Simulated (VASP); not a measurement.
# Ge: single point with PBEsol

**Measured values to compare with.**

“Electronic and optical properties of SixGe1-x-ySny alloys lattice-matched to Ge”, 2021, arxiv:2109.02782 reports, for a bulk crystal of Ge at 293 K: band gap 0.666 eV (indirect).

Crystal: Ge.

```
Ge
1.0
     0.00000    2.82877    2.82877
     2.82877    0.00000    2.82877
     2.82877    2.82877    0.00000
Ge
2
Cartesian
  2.8288 2.8288 2.8288
  4.2432 4.2432 4.2432
```

```
Program                : VASP 6.6.1
Task                   : single point
Functional             : PBEsol
Potentials or basis    : VASP PAW PBE potentials, release 64 (Ge_d)
Cutoff                 : 520 eV
k mesh                 : 16 × 16 × 16
Occupations            : gaussian, width 0.15 eV
Spin                   : no spin polarisation
Dipole correction      : no
Further INCAR settings : ALGO = Normal; EDIFF = 1e-07; NBANDS = 21
```

```
Pressure               : 0.6 GPa
Band gap on the k mesh : zero (filled and empty bands touch)
```

Levels at points of the mesh, in eV from the Fermi level:
| k point | band 12 | band 13 | band 14 | band 15 | band 16 | band 17 |
| --- | --- | --- | --- | --- | --- | --- |
| (0.00, 0.00, 0.00) | -0.06 | -0.05 | -0.05 | -0.05 | 2.48 | 2.48 |
| (0.50, 0.00, 0.00) | -7.68 | -1.46 | -1.46 | 0.07 | 3.66 | 3.66 |
| (0.50, 0.50, 0.00) | -8.95 | -3.14 | -3.14 | 0.61 | 0.61 | 9.44 |

It took 72 s on 1 thread of AMD EPYC 9R14 (Zen 4), with other jobs on the host, peak memory 0.21 GiB.

A measured gap of Ge is 0.666 eV (indirect; 293 K; “Electronic and optical properties of SixGe1-x-ySny alloys lattice-matched to Ge”, 2021, arxiv:2109.02782); the calculated 0.00 eV misses it by -0.67 eV. 3 values of this kind are on record (0.666 to 0.807 eV); this one was drawn at random among those near their median. Spin-orbit coupling on Ge is left out. The value is that of PBEsol on a finite k mesh, which can miss the band edges, without temperature or zero-point motion. Semilocal functionals fall short of measured gaps as a rule.

Caveat: the PAW data sets were made with another functional, which shifts forces and pressure a little.
